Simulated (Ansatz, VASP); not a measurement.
BaTiO3 in VASP and in Ansatz

```
Ba Ti O
1.0
     2.82737    1.63238    2.31839
    -2.82737    1.63238    2.31839
     0.00000   -3.26476    2.31839
Ba Ti O
1 1 3
Direct
  0.00000 0.00000 0.00000
  0.48450 0.48450 0.48450
  0.50860 0.50860 0.01750
  0.01750 0.50860 0.50860
  0.50860 0.01750 0.50860
```

Alike in both runs: task relaxation of the atoms; functional PBE; k mesh 5 × 5 × 5; occupations fermi-dirac, width 0.02 eV; no spin polarisation.

```csv
,VASP,Ansatz
version,VASP 6.6.1,Ansatz 0.2.0
potentials or method,"VASP PAW PBE potentials, release 64 (Ba_sv, Ti_sv, O)","plane-wave PAW, scalar-relativistic"
plane-wave cutoff (eV),520,420
valence electrons in the cell,40,40
```

```tsv
	VASP	Ansatz	Ansatz less VASP
gap on the k mesh at the Fermi level, each at its own relaxed structure (eV)	2.38	2.49	+0.115
```

Ansatz's warnings: stress scf threshold loose.

Spin-orbit coupling is off throughout.
